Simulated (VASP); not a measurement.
Write the native input for VASP 6.6.1 that does the following.

```
Task                   : single point
Functional             : PBE
Potentials or basis    : VASP PAW PBE potentials, release 64 (Na_pv, Li_sv)
Cutoff                 : 520 eV
k mesh                 : 4 × 4 × 4
Occupations            : gaussian, width 0.1 eV
Spin                   : no spin polarisation
Dipole correction      : no
Further INCAR settings : ALGO = Normal; EDIFF = 1e-07; NBANDS = 20
```

The structure of NaLi5 lies in POSCAR:

```
NaLi5
1.0
    2.6547682083     -5.0799975622      0.0000000000
    2.6547682083      5.0799975622      0.0000000000
   -0.0408774428      0.0000000000      5.1067286095
Na Li
1 5
Direct
    0.9739576910      0.9739576910      0.0000092175
    0.6466808331      0.3064951154      0.9993717073
    0.3064951154      0.6466808331      0.9993717073
    0.6713904198      0.0288343297      0.4994114777
    0.0288343297      0.6713904198      0.4994114777
    0.3710480379      0.3710480379      0.5011637379
```

One way to write it, as run:

INCAR

```
PREC = Accurate ; ENCUT = 520
EDIFF = 1E-7 ; ISMEAR = 0
SIGMA = 0.1 ; LREAL = F
LASPH = T ; NELM = 100
ALGO = Normal ; ISIF = 2
LWAVE = F ; LCHARG = T
GGA = PE ; LELF = T
LVHAR = T ; NBANDS = 20
```

KPOINTS

```
Automatic mesh
0
Gamma
  4 4 4
```

Potentials or basis: VASP PAW PBE potentials, release 64 (Na_pv, Li_sv).

The run is started by

```sh
$ cat potpaw_PBE.64/Na_pv/POTCAR potpaw_PBE.64/Li_sv/POTCAR > POTCAR
$ mpirun -np 1 vasp_std > vasp.out
```

It gave:

- Largest force: 0.025 eV/Å
- Band gap on the k mesh: zero (bands 11 and 12 overlap by 2.65 eV)

Run time: 110 s on 1 thread of Intel Xeon 8259CL, with other jobs on the host, peak memory 0.29 GiB.
